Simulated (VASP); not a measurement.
Os, 2 atoms in the cell. The structure is tetragonal, space group I4_1/amd (No. 141). The conventional cell has a = 4.738 Å, b = 4.738 Å, c = 2.584 Å, α = 90.00°, β = 90.00°, γ = 90.00°. Os (site symmetry -4m2) has 10 Os at 2.46 to 3.06 Å within 3.2 Å. 

| Property | Result |
| --- | --- |
| Program | VASP 6.6.1 |
| Task | single point |
| Functional | PBEsol |
| Potentials or basis | VASP PAW PBE potentials, release 64 (Os) |
| Cutoff | 520 eV |
| k mesh | 8 × 8 × 8 |
| Occupations | gaussian, width 0.1 eV |
| Spin | no spin polarisation |
| Dipole correction | no |
| Further INCAR settings | ALGO = Fast; EDIFF = 1e-07; NBANDS = 15 |

Potentials or basis: VASP PAW PBE potentials, release 64 (Os).

The run is started by

```sh
$ cat potpaw_PBE.64/Os/POTCAR > POTCAR
$ mpirun -np 1 vasp_std > vasp.out
```

Hardware: 1 thread of Intel(R) Xeon(R) 6975P-C (Granite Rapids), on a shared host.

Problem. Estimate the wall time of this run.

Solution. Run time: 18 s on 1 thread of Intel(R) Xeon(R) 6975P-C (Granite Rapids), on a shared host, peak memory 0.16 GiB. Counts: scf iterations 18, k points 59.
